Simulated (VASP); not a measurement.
# CaSe: single point with r2SCAN

Crystal: CaSe.

```
Ca Se
1.0
     3.63478    0.00000    0.00000
     0.00000    3.63478    0.00000
     0.00000    0.00000    3.63478
Ca Se
1 1
Direct
  0.00000 0.00000 0.00000
  0.50000 0.50000 0.50000
```

```yaml
Program: VASP 6.6.1
Task: single point
Functional: r2SCAN
Potentials_or_basis: VASP PAW PBE potentials, release 64 (Ca_sv, Se)
Cutoff: 520 eV
k_mesh: 6 × 6 × 6
Occupations: gaussian, width 0.01 eV
Spin: no spin polarisation
```

```yaml
Pressure: 0.2 GPa
Band_gap_on_the_k_mesh: 1.24 eV, direct
```

Levels at points of the mesh, in eV from the valence-band top:
| k point | band 6 | band 7 | band 8 | band 9 | band 10 | band 11 |
| --- | --- | --- | --- | --- | --- | --- |
| (0.00, 0.00, 0.00) | -0.89 | -0.89 | -0.89 | 1.52 | 1.52 | 2.90 |
| (0.50, 0.00, 0.00) | -4.95 | -1.04 | -1.04 | 2.49 | 5.14 | 5.28 |
| (0.50, 0.50, 0.00) | -3.64 | -3.64 | 0.00 | 1.24 | 3.48 | 3.62 |
| (0.50, 0.50, 0.50) | -3.77 | -3.77 | -3.77 | 4.39 | 4.39 | 4.39 |

Wall time 52 s on 1 thread of Intel(R) Xeon(R) Platinum 8488C (Sapphire Rapids), on a shared host, peak memory 0.16 GiB.

Caveat: the PAW data sets were made with another functional, which shifts forces and pressure a little. A k mesh can miss the band edges.
